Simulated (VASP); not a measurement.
Wanted: the native input for a VASP 6.6.1 run.

```yaml
Task: relaxation of cell and atoms
Functional: PBE
Potentials_or_basis: VASP PAW PBE potentials, release 64 (Hf_pv, Nb_sv, O)
Cutoff: 600 eV
k_mesh: 6 × 6 × 6
Occupations: gaussian, width 0.2 eV
Spin: no spin polarisation
Dipole_correction: no
Further_INCAR_settings: ALGO = Normal; EDIFF = 1e-07; IBRION = 2; EDIFFG = -0.08; NSW = 36; ISIF = 3
```

The structure of Hf2NbO2 lies in POSCAR:

```
Hf2NbO2
1.0
   -1.8086293400      1.8086293400      5.8384897100
    1.8086293400     -1.8086293400      5.8384897100
    1.8086293400      1.8086293400     -5.8384897100
Hf Nb O
2 1 2
Direct
    0.1422480000      0.1422480000      0.0000000000
    0.8577520000      0.8577520000      0.0000000000
    0.5000000000      0.5000000000      0.0000000000
    0.6445000200      0.6445000200      0.0000000000
    0.3554999800      0.3554999800      0.0000000000
```

The input as run:

INCAR

```
  ALGO = Normal
  EDIFF = 1E-7
  EDIFFG = -0.08
  ENCUT = 600
  GGA = PE
  IBRION = 2
  ISIF = 3
  ISMEAR = 0
  LASPH = T
  LCHARG = F
  LREAL = F
  LWAVE = F
  NELM = 60
  NSW = 36
  PREC = Accurate
  SIGMA = 0.2
```

KPOINTS

```
k-points
0
Gamma
  6 6 6
```

Potentials or basis: VASP PAW PBE potentials, release 64 (Hf_pv, Nb_sv, O).

Launch:

```bash
$ cat potpaw_PBE.64/Hf_pv/POTCAR potpaw_PBE.64/Nb_sv/POTCAR potpaw_PBE.64/O/POTCAR > POTCAR
$ mpirun -np 1 vasp_std > vasp.out
```

Results of the run:

```
Relaxed volume                         : 13.48 Å³/atom
Relaxed cell                           : a = 7.021 Å, b = 7.021 Å, c = 7.021 Å, α = 153.79°, β = 153.79°, γ = 37.41°
Space group after relaxing (to 0.05 Å) : I4/mmm (No. 139)
Energy gained by relaxing              : 1204.8 meV/atom
Ionic steps                            : 13
Pressure after relaxing                : -0.2 GPa
Largest force after relaxing           : 0.064 eV/Å
```

Caveat: the k points lie up to 0.47 Å⁻¹ apart in the final cell; an odd number of electrons without spin polarisation forces a metal; a magnetic or distorted state may lie lower; the relaxation stopped at a loose force limit of 0.08 eV/Å, so its end isn't a converged minimum.

It took 34 min on 1 thread of Intel(R) Xeon(R) 6975P-C (Granite Rapids) (shared host), peak memory 0.51 GiB.
